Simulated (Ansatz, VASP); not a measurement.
Rh: VASP beside Ansatz

File INCAR:

```
SYSTEM = Rh
PREC = Accurate
ENCUT = 520
EDIFF = 1E-7
ISMEAR = 0
SIGMA = 0.15
LREAL = .FALSE.
LASPH = .TRUE.
NELM = 80
ALGO = Fast
ISIF = 2
LWAVE = .FALSE.
LCHARG = .FALSE.
GGA = PS
NBANDS = 38
```

KPOINTS

```
Automatic mesh
0
G
  18 18 6
  0 0 0
```

File POSCAR:

```
Rh
1.0
    2.6756986690      0.0000000000      0.0000000000
   -1.3378493345      2.1471473544      0.0000000000
    0.0000000000      0.0000000000      9.3672375197
Rh
4
Direct
    0.0000000000      0.0000000000      0.0000000000
    0.3333333333      0.6666666667      0.2500000000
    0.0000000000      0.0000000000      0.5000000000
    0.6666666667      0.3333333333      0.7500000000
```

Input for Ansatz:

```yaml
crystal:
  lattice:
    - [2.675698669, 0.0, 0.0]
    - [-1.3378493345, 2.1471473544, 0.0]
    - [0.0, 0.0, 9.3672375197]
  atoms:
    - { symbol: Rh, position: [0.0, 0.0, 0.0] }
    - { symbol: Rh, position: [0.3333333333, 0.6666666667, 0.25] }
    - { symbol: Rh, position: [0.0, 0.0, 0.5] }
    - { symbol: Rh, position: [0.6666666667, 0.3333333333, 0.75] }
basis:
  ecutwfc: 420
kpoints:
  mp_grid: { grid: [18, 18, 6] }
hamiltonian:
  xc: pbesol
  pseudopotentials: { kind: paw, azcp: { folder: soft_1 } }
scf:
  occupations: { method: gaussian, width: 0.15 }
output:
  forces: true
  stress: true
  eigenvalues: true
```

Change from the starting cell: strain +e along x and -e along y +0.0367, strain +e along z and -e/2 along x and y +0.0733.

Alike in both runs: task single point; functional PBEsol; k mesh 18 × 18 × 6; occupations gaussian, width 0.15 eV; no spin polarisation.

|  | VASP | Ansatz |
| --- | --- | --- |
| version | VASP 6.6.1 | Ansatz 0.2.0 |
| potentials or method | VASP PAW PBE potentials, release 64 (Rh_pv), cutoff 520 eV | scalar-relativistic, plane waves, PAW |
| valence electrons in the cell | 60 | 68 |

|  | VASP | Ansatz | Ansatz less VASP |
| --- | --- | --- | --- |
| gap on the k mesh at the Fermi level (eV) | none | none | - |
| pressure (GPa) | 7.8 | 7.8 | +0.05 |
| traceless stress, the component that is largest in VASP (GPa) | 29.92 | 29.98 | +0.055 |
| rms of the force components (eV/Å) | 0.038 | 0.038 | -0.0002 |

VASP's potentials were made for PBE, not for PBEsol, and Ansatz warns of the same on its side. Atom by atom the forces differ by 0.000 eV/Å (rms over components). A gap of «none» marks a metal or a gap that the smearing closes. VASP's potentials hold 60 valence electrons a cell and Ansatz's 68, so a difference there can come from the potentials and not from the codes.
